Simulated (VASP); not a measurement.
# SnO2: single point with r2SCAN

Crystal: SnO2.

```xyz
3
Lattice="-0.0676 2.4659 2.4659 2.4659 -0.0676 2.4659 2.4659 2.4659 -0.0676" Properties=species:S:1:pos:R:3 pbc="T T T"
Sn    0.0000    0.0000    0.0000
O     1.2230    1.2230    1.2230
O     3.6412    3.6412    3.6412
```

This cell differs from its parent crystal: strain along [111] -4.0%.

```
Program                : VASP 6.6.1
Task                   : single point
Functional             : r2SCAN
Potentials or basis    : VASP PAW PBE potentials, release 64 (Sn_d, O_h)
Cutoff                 : 1480 eV
k mesh                 : 8 × 8 × 8
Occupations            : gaussian, width 0.01 eV
Spin                   : no spin polarisation
Dipole correction      : no
Further INCAR settings : ALGO = Normal; EDIFF = 1e-06; NBANDS = 20
```

| Quantity | Value |
| --- | --- |
| Pressure | 11.9 GPa |
| Largest force | 0.016 eV/Å |
| Band gap on the k mesh | 1.33 eV (least direct gap 2.76 eV) |

Forces on the atoms (eV/Å):
```
Sn   0.000  0.000  0.000
O    0.009  0.009  0.009
O   -0.009 -0.009 -0.009
```

Stress tensor (GPa, compression positive):
```
11.86  0.96  0.96
 0.96 11.86  0.96
 0.96  0.96 11.86
```

Levels at points of the mesh, in eV from the valence-band top:
```csv
k point,band 9,band 10,band 11,band 12,band 13,band 14,band 15,band 16,band 17,band 18
"(0.00, 0.00, 0.00)",-3.23,-3.00,-1.67,-1.43,-1.43,1.33,7.79,7.79,8.68,14.27
"(0.50, 0.00, 0.00)",-4.15,-3.62,-3.59,-2.27,-2.26,5.96,8.75,11.50,12.15,16.09
"(0.50, 0.50, 0.00)",-6.03,-5.82,-0.25,-0.18,-0.17,4.11,8.48,10.73,13.70,14.09
"(0.50, 0.50, 0.50)",-4.29,-3.74,-3.74,-2.40,-2.40,6.05,9.01,11.83,11.83,16.44
```

Wall time 14 min on 1 thread of AMD EPYC 7R13 Processor (Zen 3) (shared host), peak memory 0.46 GiB.

Caveat: the cell differs from its parent crystal (strain along [111] -4.0%); the cell stands under pressure; the structure was generated, so it needn't be the stable form of SnO2; the PAW data sets were made with another functional, which shifts forces and pressure a little; spin-orbit coupling is left out, which moves the levels of the heavy elements. A k mesh can miss the band edges.
